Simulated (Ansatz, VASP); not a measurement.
**AlCu3 in VASP and in Ansatz**

```
Al Cu
1.0
     3.56747    0.00000    0.00000
     0.00000    3.56747    0.00000
     0.00000    0.00000    3.56747
Al Cu
1 3
Direct
  0.00000 0.00000 0.00000
  0.50000 0.50000 0.00000
  0.50000 0.00000 0.50000
  0.00000 0.50000 0.50000
```

Alike in both runs: task single point; functional r2SCAN; k mesh 12 × 12 × 12; occupations gaussian, width 0.1 eV; no spin polarisation.

```csv
,VASP,Ansatz
version,VASP 6.6.1,Ansatz 0.2.0
potentials or method,"VASP PAW PBE potentials, release 64 (Al, Cu), cutoff 520 eV","scalar-relativistic, plane waves, PAW"
valence electrons in the cell,36,60
```

```csv
,VASP,Ansatz,Ansatz less VASP
gap on the k mesh at the Fermi level (eV),none,none,-
pressure (GPa),10.7,10.8,+0.16
```

VASP's potentials were made for PBE, not for r2SCAN. A gap of «none» marks a metal or a gap that the smearing closes. With one functional, cell and mesh, what is left measures potentials, basis and numerics. VASP's potentials hold 36 valence electrons a cell and Ansatz's 60, so a difference there can come from the potentials and not from the codes.
